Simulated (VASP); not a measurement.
# BeS (P4_12_12) in VASP: further runs

BeS is run at these levels: PBE; tasks: single point, relaxation of cell and atoms.

All numbers are computed with VASP 6.6.1; they aren't measurements. Logs are shortened: lines on timing, memory, paths and dates and some standing lists are left out, and cuts for length are marked.

### 1 The cell of the first run

The structure is tetragonal, space group P4_12_12 (No. 92). Conventional cell: a = 5.947 Å, b = 5.947 Å, c = 3.293 Å, α = 90.00°, β = 90.00°, γ = 90.00°. Within 2.8 Å of Be (site symmetry 2) lie 4 S at 2.11 to 2.20 Å. Within 2.8 Å of S (site symmetry 2) lie 4 Be at 2.11 to 2.20 Å.

The cell was generated, and may not be a known phase.

### 2 Single point, PBE

File INCAR:

```
SYSTEM = BeS
PREC = Accurate
ENCUT = 520
EDIFF = 1E-7
ISMEAR = 0
SIGMA = 0.02
LREAL = .FALSE.
LASPH = .TRUE.
NELM = 100
ALGO = Normal
ISIF = 2
LWAVE = .FALSE.
LCHARG = .FALSE.
GGA = PE
NBANDS = 26
```

File KPOINTS:

```
regular mesh
0
G
  6 6 8
  0 0 0
```

File POSCAR:

```
BeS
1.0
    5.9470939629      0.0000000000      0.0000000000
    0.0000000000      5.9470939629      0.0000000000
    0.0000000000      0.0000000000      3.2926592078
Be S
4 4
Direct
    0.6703640474      0.6703640474      0.5000000000
    0.1703640474      0.8296359526      0.2500000000
    0.3296359526      0.3296359526      0.0000000000
    0.8296359526      0.1703640474      0.7500000000
    0.8278228606      0.8278228606      0.0000000000
    0.3278228606      0.6721771394      0.7500000000
    0.1721771394      0.1721771394      0.5000000000
    0.6721771394      0.3278228606      0.2500000000
```

Potentials or basis: VASP PAW PBE potentials, release 64 (Be, S).

Started as:

```console
> cat potpaw_PBE.64/Be/POTCAR potpaw_PBE.64/S/POTCAR > POTCAR
> mpirun -np 1 vasp_std > vasp.out
```

OUTCAR:

```text
SYSTEM = BeS
   PREC = Accurate
   ENCUT = 520
   EDIFF = 1E-7
   ISMEAR = 0
   LREAL = .FALSE.
   LASPH = .TRUE.
   NELM = 100
   ISIF = 2
   GGA = PE

 ion  position               nearest neighbor table
   1  0.670  0.670  0.500-   5 2.11   5 2.11   8 2.20   6 2.20
   2  0.170  0.830  0.250-   6 2.11   6 2.11   7 2.20   5 2.20
   3  0.330  0.330  0.000-   7 2.11   7 2.11   8 2.20   6 2.20
   4  0.830  0.170  0.750-   8 2.11   8 2.11   5 2.20   7 2.20
   5  0.828  0.828  0.000-   1 2.11   1 2.11   4 2.20   2 2.20
   6  0.328  0.672  0.750-   2 2.11   2 2.11   3 2.20   1 2.20
   7  0.172  0.172  0.500-   3 2.11   3 2.11   4 2.20   2 2.20
   8  0.672  0.328  0.250-   4 2.11   4 2.11   1 2.20   3 2.20

  LATTYP: Found a simple tetragonal cell.
 ALAT       =     5.9470939629
 C/A-ratio  =     0.5536585143

  Lattice vectors:

 A1 = (   5.9470939629,   0.0000000000,   0.0000000000)
 A2 = (   0.0000000000,   5.9470939629,   0.0000000000)
 A3 = (   0.0000000000,   0.0000000000,   3.2926592078)

Analysis of symmetry for initial positions (statically):
=====================================================================
 Subroutine PRICEL returns:
 Original cell was already a primitive cell.

 Routine SETGRP: Setting up the symmetry group for a
 simple tetragonal supercell.

 Subroutine GETGRP returns: Found  8 space group operations
 (whereof  2 operations were pure point group operations)
 out of a pool of 16 trial point group operations.

The static configuration has the point symmetry C_2 .
 The point group associated with its full space group is D_4 .

Analysis of symmetry for dynamics (positions and initial velocities):
=====================================================================
 Subroutine PRICEL returns:
 Original cell was already a primitive cell.

 Routine SETGRP: Setting up the symmetry group for a
 simple tetragonal supercell.

 Subroutine GETGRP returns: Found  8 space group operations
 (whereof  2 operations were pure point group operations)
 out of a pool of 16 trial point group operations.

The dynamic configuration has the point symmetry C_2 .
 The point group associated with its full space group is D_4 .

 Subroutine INISYM returns: Found  8 space group operations
 (whereof  2 operations are pure point group operations),
 and found     1 'primitive' translations

[... 111 lines left out ...]
   NFREE  =      0    steps in history (QN), initial steepest desc. (CG)
   ISIF   =      2    stress and relaxation
   ISYM   =      2    0-nonsym 1-usesym 2-fastsym
   POTIM  = 0.5000    time-step for ionic-motion
   TEBEG  =    0.0;   TEEND  =   0.0 temperature during run
   PSTRESS=    0.0 pullay stress
   NELECT =      32.0000    total number of electrons
   NUPDOWN=      -1.0000    fix difference up-down
   EMIN   =  10.00;   EMAX   =-10.00  energy-range for DOS
   EFERMI =   0.00;   METHOD = LEGACY
   ISMEAR =     0;   SIGMA  =   0.02  broadening in eV -4-tet -1-fermi 0-gaus
   EFERMI_NEDOS =   21; number of points for ismear=-14 and -15
   IALGO  =     38    algorithm
   IMIX   =      4    mixing-type and parameters
     AMIX     =   0.40;   BMIX     =  1.00
     AMIX_MAG =   1.60;   BMIX_MAG =  1.00
  volume/ion in A,a.u.               =      14.56        98.23
  Fermi-wavevector in a.u.,A,eV,Ry     =   1.064321  2.011275 15.412401  1.132780
  Thomas-Fermi vector in A             =   2.199836
   LORBIT       =      0    0 simple, 1 ext, 2 COOP (PROOUT), +10 PAW based schemes
   GGA     = PE    functional components
   LHFCALC =     F    Hartree Fock is set to
   AEXX    =    0.0000 exact exchange contribution
   IVDW    =     0    specifies the selected vdW correction
   LEPSILON=     F    determine dielectric tensor
   LRPA    =     F    only Hartree local field effects (RPA)
 non-spin polarized calculation
 Gauss-broadening in eV      SIGMA  =   0.02
  energy-cutoff  :      520.00
  volume of cell :      116.45
 maximum number of plane-waves:      3168
 NGX is ok and might be reduce to    48
   NGX = 23   NGY = 23   NGZ = 13

 number of electron      31.9999991 magnetization

 Free energy of the ion-electron system (eV)
  ---------------------------------------------------
  ext. energy  EPLUGINS =         0.00000000
  ---------------------------------------------------
  free energy    TOTEN  =       -37.42689451 eV

  energy without entropy =      -37.42689451  energy(sigma->0) =      -37.42689451

 E-fermi :   4.4449     XC(G=0):  -9.6776

 val. band max:        4.3382659204   @ k =   0.0000   0.0000   0.1250
 cond. band min:       6.7964353025   @ k =   0.0000   0.0000   0.5000
 fundamental gap:      2.4581693821
 Fermi energy:         4.4449462838

 k-point     1 :       0.0000    0.0000    0.0000
  band No.  band energies     occupation
      1      -9.6267      2.00000
      2      -7.9493      2.00000
      3      -7.9493      2.00000
      4      -7.7751      2.00000
      5      -1.6607      2.00000
      6      -0.6749      2.00000
[... 685 lines left out ...]
     25      11.8703      0.00000
     26      11.8703      0.00000

 [... further k-points ...]

------------------------ aborting loop because EDIFF is reached ----------------------------------------

  FORCE on cell =-STRESS in cart. coord.  units (eV):
  Direction    XX          YY          ZZ          XY          YZ          ZX
  --------------------------------------------------------------------------------------
  -------------------------------------------------------------------------------------
  Total       -0.0320567     -0.0320567      0.0480596      0.0000000      0.0000000      0.0000000
  in kB       -0.4410346     -0.4410346      0.6612026      0.0000000      0.0000000      0.0000000
  external PRESSURE =      -0.0736222 kB  Pullay stress =       0.0000000 kB

 VOLUME and BASIS-vectors are now :
 -----------------------------------------------------------------------------
  energy-cutoff  :      520.00
  volume of cell :      116.45
      direct lattice vectors                 reciprocal lattice vectors
     5.947093963  0.000000000  0.000000000     0.168149353  0.000000000  0.000000000
     0.000000000  5.947093963  0.000000000     0.000000000  0.168149353  0.000000000
     0.000000000  0.000000000  3.292659208     0.000000000  0.000000000  0.303705891

 POSITION                                       TOTAL-FORCE (eV/Angst)
 -----------------------------------------------------------------------------------
      3.98672      3.98672      1.64633         0.003575      0.003575     -0.000000
      1.01317      4.93392      0.82316         0.003575     -0.003575     -0.000000
      1.96038      1.96038      0.00000        -0.003575     -0.003575     -0.000000
      4.93392      1.01317      2.46949        -0.003575      0.003575     -0.000000
      4.92314      4.92314      0.00000        -0.003450     -0.003450     -0.000000
      1.94959      3.99750      2.46949        -0.003450      0.003450      0.000000
      1.02395      1.02395      1.64633         0.003450      0.003450     -0.000000
      3.99750      1.94959      0.82316         0.003450     -0.003450     -0.000000
 -----------------------------------------------------------------------------------
    total drift:                                0.000000     -0.000000     -0.000000

  FREE ENERGIE OF THE ION-ELECTRON SYSTEM (eV)
  ---------------------------------------------------
  free  energy   TOTEN  =       -37.4268945076 eV

  energy  without entropy=      -37.4268945076  energy(sigma->0) =      -37.42689451
```

Wall time 2.5 min (1 thread of Intel Xeon 8259CL, shared host); peak memory 0.28 GiB.

Results:

| Item | Value |
| --- | --- |
| Free energy | -37.4269 eV |
| Pressure | 0.0 GPa |
| Largest force | 0.005 eV/Å |
| Band gap on the k mesh | 2.46 eV (least direct gap 3.32 eV) |

Forces in eV/Å, atoms in the order of the input:
```
Be   0.004  0.004  0.000
Be   0.004 -0.004  0.000
Be  -0.004 -0.004  0.000
Be  -0.004  0.004  0.000
S   -0.003 -0.003  0.000
S   -0.003  0.003  0.000
S    0.003  0.003  0.000
S    0.003 -0.003  0.000
```

Stress tensor (GPa, compression positive):
```
-0.04  0.00  0.00
 0.00 -0.04  0.00
 0.00  0.00  0.07
```

A k mesh can miss the band edges.

### 3 Relaxation of cell and atoms, PBE

File INCAR:

```
PREC = Accurate
ENCUT = 600
EDIFF = 1E-6
ISMEAR = 0
SIGMA = 0.02
LREAL = False
LASPH = True
NELM = 60
ALGO = Normal
ISIF = 3
LWAVE = False
LCHARG = False
GGA = PE
IBRION = 2
NSW = 100
EDIFFG = -0.01
```

File KPOINTS:

```
Automatic mesh
0
Gamma
  6 6 8
```

File POSCAR:

```
BeS
1.0
    5.9441277172      0.0000000000      0.0000000000
    0.0000000000      5.9441277172      0.0000000000
    0.0000000000      0.0000000000      3.2961401376
Be S
4 4
Direct
    0.6704356138      0.6704356138      0.5000000000
    0.1704356138      0.8295643862      0.2500000000
    0.3295643862      0.3295643862      0.0000000000
    0.8295643862      0.1704356138      0.7500000000
    0.8278189123      0.8278189123      0.0000000000
    0.3278189123      0.6721810877      0.7500000000
    0.1721810877      0.1721810877      0.5000000000
    0.6721810877      0.3278189123      0.2500000000
```

Potentials or basis: VASP PAW PBE potentials, release 64 (Be, S).

Started as:

```console
> cat potpaw_PBE.64/Be/POTCAR potpaw_PBE.64/S/POTCAR > POTCAR
> mpirun -np 1 vasp_std > vasp.out
```

OUTCAR:

```text
PREC = Accurate
   ENCUT = 600
   EDIFF = 1E-6
   ISMEAR = 0
   LREAL = False
   LASPH = True
   NELM = 60
   ISIF = 3
   GGA = PE
   IBRION = 2
   NSW = 100
   EDIFFG = -0.01

 ion  position               nearest neighbor table
   1  0.670  0.670  0.500-   5 2.11   5 2.11   8 2.20   6 2.20
   2  0.170  0.830  0.250-   6 2.11   6 2.11   7 2.20   5 2.20
   3  0.330  0.330  0.000-   7 2.11   7 2.11   8 2.20   6 2.20
   4  0.830  0.170  0.750-   8 2.11   8 2.11   5 2.20   7 2.20
   5  0.828  0.828  0.000-   1 2.11   1 2.11   4 2.20   2 2.20
   6  0.328  0.672  0.750-   2 2.11   2 2.11   3 2.20   1 2.20
   7  0.172  0.172  0.500-   3 2.11   3 2.11   4 2.20   2 2.20
   8  0.672  0.328  0.250-   4 2.11   4 2.11   1 2.20   3 2.20

  LATTYP: Found a simple tetragonal cell.
 ALAT       =     5.9441277172
 C/A-ratio  =     0.5545204098

  Lattice vectors:

 A1 = (   5.9441277172,   0.0000000000,   0.0000000000)
 A2 = (   0.0000000000,   5.9441277172,   0.0000000000)
 A3 = (   0.0000000000,   0.0000000000,   3.2961401376)

Analysis of symmetry for initial positions (statically):
=====================================================================
 Subroutine PRICEL returns:
 Original cell was already a primitive cell.

 Routine SETGRP: Setting up the symmetry group for a
 simple tetragonal supercell.

 Subroutine GETGRP returns: Found  8 space group operations
 (whereof  2 operations were pure point group operations)
 out of a pool of 16 trial point group operations.

The static configuration has the point symmetry C_2 .
 The point group associated with its full space group is D_4 .

Analysis of symmetry for dynamics (positions and initial velocities):
=====================================================================
 Subroutine PRICEL returns:
 Original cell was already a primitive cell.
[... 203 lines left out ...]
    total drift:                                0.000000     -0.000000     -0.000000

  FREE ENERGIE OF THE ION-ELECTRON SYSTEM (eV)
  ---------------------------------------------------
  free  energy   TOTEN  =       -37.4278416104 eV

  energy  without entropy=      -37.4278416104  energy(sigma->0) =      -37.42784161

--------------------------------------- Ionic step        2  -------------------------------------------

 number of electron      31.9999993 magnetization

 Free energy of the ion-electron system (eV)
  ---------------------------------------------------
  ext. energy  EPLUGINS =         0.00000000
  ---------------------------------------------------
  free energy    TOTEN  =       -37.42787919 eV

  energy without entropy =      -37.42787919  energy(sigma->0) =      -37.42787919

 E-fermi :   4.4239     XC(G=0):  -9.6784

 val. band max:        4.3429279106   @ k =   0.0000   0.0000   0.1250
 cond. band min:       6.7992840157   @ k =   0.0000   0.0000   0.5000
 fundamental gap:      2.4563561050
 Fermi energy:         4.4238529926

 k-point     1 :       0.0000    0.0000    0.0000
  band No.  band energies     occupation
      1      -9.6257      2.00000
      2      -7.9471      2.00000
      3      -7.9471      2.00000
      4      -7.7709      2.00000
      5      -1.6574      2.00000
      6      -0.6752      2.00000
[... 565 lines left out ...]
     20       9.6332      0.00000
     21       9.9341      0.00000

 [... further k-points ...]

------------------------ aborting loop because EDIFF is reached ----------------------------------------

  FORCE on cell =-STRESS in cart. coord.  units (eV):
  Direction    XX          YY          ZZ          XY          YZ          ZX
  --------------------------------------------------------------------------------------
  -------------------------------------------------------------------------------------
  Total        0.0208922      0.0208922      0.0020109     -0.0000000      0.0000000      0.0000000
  in kB        0.2874686      0.2874686      0.0276687     -0.0000000      0.0000000      0.0000000
  external PRESSURE =       0.2008686 kB  Pullay stress =       0.0000000 kB

 VOLUME and BASIS-vectors are now :
 -----------------------------------------------------------------------------
  energy-cutoff  :      600.00
  volume of cell :      116.44
      direct lattice vectors                 reciprocal lattice vectors
     5.945196785 -0.000000000  0.000000000     0.168203011  0.000000000  0.000000000
     0.000000000  5.945196785 -0.000000000     0.000000000  0.168203011  0.000000000
     0.000000000  0.000000000  3.294372384     0.000000000  0.000000000  0.303547955

 POSITION                                       TOTAL-FORCE (eV/Angst)
 -----------------------------------------------------------------------------------
      3.98597      3.98597      1.64719        -0.000031     -0.000031      0.000000
      1.01337      4.93182      0.82359        -0.000031      0.000031     -0.000000
      1.95922      1.95922     -0.00000         0.000031      0.000031     -0.000000
      4.93182      1.01337      2.47078         0.000031     -0.000031      0.000000
      4.92136      4.92136     -0.00000        -0.000265     -0.000265      0.000000
      1.94876      3.99644      2.47078        -0.000265      0.000265     -0.000000
      1.02384      1.02384      1.64719         0.000265      0.000265     -0.000000
      3.99644      1.94876      0.82359         0.000265     -0.000265      0.000000
 -----------------------------------------------------------------------------------
    total drift:                                0.000000     -0.000000      0.000000

  FREE ENERGIE OF THE ION-ELECTRON SYSTEM (eV)
  ---------------------------------------------------
  free  energy   TOTEN  =       -37.4278791914 eV

  energy  without entropy=      -37.4278791914  energy(sigma->0) =      -37.42787919

 reached required accuracy - stopping structural energy minimisation
```

OSZICAR:

```text
N       E                     dE             d eps       ncg     rms          rms(c)
DAV:   1     0.149046330579E+03    0.14905E+03   -0.14795E+04  2100   0.147E+03
DAV:   2    -0.247104406727E+02   -0.17376E+03   -0.16485E+03  2921   0.234E+02
[... 12 lines left out ...]
   1 F= -.37427842E+02 E0= -.37427842E+02  d E =-.374278E+02
       N       E                     dE             d eps       ncg     rms          rms(c)
DAV:   1    -0.374279050206E+02   -0.63223E-04   -0.23616E-03  2375   0.268E-01    0.457E-02
DAV:   2    -0.374278899324E+02    0.15088E-04   -0.12240E-04  2593   0.744E-02    0.176E-02
DAV:   3    -0.374278809299E+02    0.90025E-05   -0.93554E-06  2655   0.201E-02    0.960E-03
DAV:   4    -0.374278789741E+02    0.19558E-05   -0.71098E-06  2460   0.151E-02    0.263E-03
DAV:   5    -0.374278791914E+02   -0.21728E-06   -0.82144E-07  1500   0.603E-03
   2 F= -.37427879E+02 E0= -.37427879E+02  d E =-.375810E-04
```

CONTCAR:

```text
BeS
   1.00000000000000
     5.9451967847955522   -0.0000000000000000    0.0000000000000000
     0.0000000000000000    5.9451967847955522   -0.0000000000000000
     0.0000000000000000    0.0000000000000000    3.2943723843167962
  Be              S
     4     4
Direct
     0.6704524899426856    0.6704524899426856    0.5000000000000000
     0.1704524899426856    0.8295475100573144    0.2500000000000000
     0.3295475100573144    0.3295475100573144    0.0000000000000000
     0.8295475100573144    0.1704524899426856    0.7500000000000000
     0.8277873101933162    0.8277873101933162    0.0000000000000000
     0.3277873101933161    0.6722126898066838    0.7500000000000000
     0.1722126898066839    0.1722126898066839    0.5000000000000000
     0.6722126898066838    0.3277873101933161    0.2500000000000000

  0.00000000E+00  0.00000000E+00  0.00000000E+00
  0.00000000E+00  0.00000000E+00  0.00000000E+00
  0.00000000E+00  0.00000000E+00  0.00000000E+00
  0.00000000E+00  0.00000000E+00  0.00000000E+00
  0.00000000E+00  0.00000000E+00  0.00000000E+00
  0.00000000E+00  0.00000000E+00  0.00000000E+00
  0.00000000E+00  0.00000000E+00  0.00000000E+00
  0.00000000E+00  0.00000000E+00  0.00000000E+00
```

Wall time 3.9 min (1 thread of Intel Xeon 8259CL, shared host); peak memory 0.31 GiB.

What came out:

* Free energy: -37.4279 eV
* Relaxed volume: 14.56 Å³/atom
* Relaxed cell: a = 5.945 Å, b = 5.945 Å, c = 3.294 Å, α = 90.00°, β = 90.00°, γ = 90.00°
* Space group after relaxing (to 0.1 Å): P4_12_12 (No. 92)
* Energy gained by relaxing: 0.0 meV/atom
* Ionic steps: 2
* Pressure after relaxing: 0.0 GPa
* Band gap on the k mesh: 2.46 eV (least direct gap 3.32 eV)

Final structure:
```
CELL_PARAMETERS angstrom
5.94520 0.00000 0.00000
0.00000 5.94520 0.00000
0.00000 0.00000 3.29437
ATOMIC_POSITIONS crystal
Be 0.67045 0.67045 0.50000
Be 0.17045 0.82955 0.25000
Be 0.32955 0.32955 0.00000
Be 0.82955 0.17045 0.75000
S 0.82779 0.82779 0.00000
S 0.32779 0.67221 0.75000
S 0.17221 0.17221 0.50000
S 0.67221 0.32779 0.25000
```

Levels at points of the mesh, in eV from the valence-band top:
```csv
k point,band 14,band 15,band 16,band 17,band 18,band 19
"(0.00, 0.00, 0.00)",-0.32,-0.32,-0.20,4.61,4.75,4.75
"(0.50, 0.00, 0.00)",-0.89,-0.70,-0.70,4.41,4.41,5.36
"(0.50, 0.50, 0.00)",-0.76,-0.63,-0.63,3.69,3.69,5.20
"(0.00, 0.00, 0.50)",-1.55,-1.39,-1.39,2.46,2.46,5.20
"(0.50, 0.00, 0.50)",-1.55,-0.73,-0.73,3.61,3.61,4.29
"(0.50, 0.50, 0.50)",-1.34,-1.34,-1.34,3.84,3.84,3.84
```

A k mesh can miss the band edges.
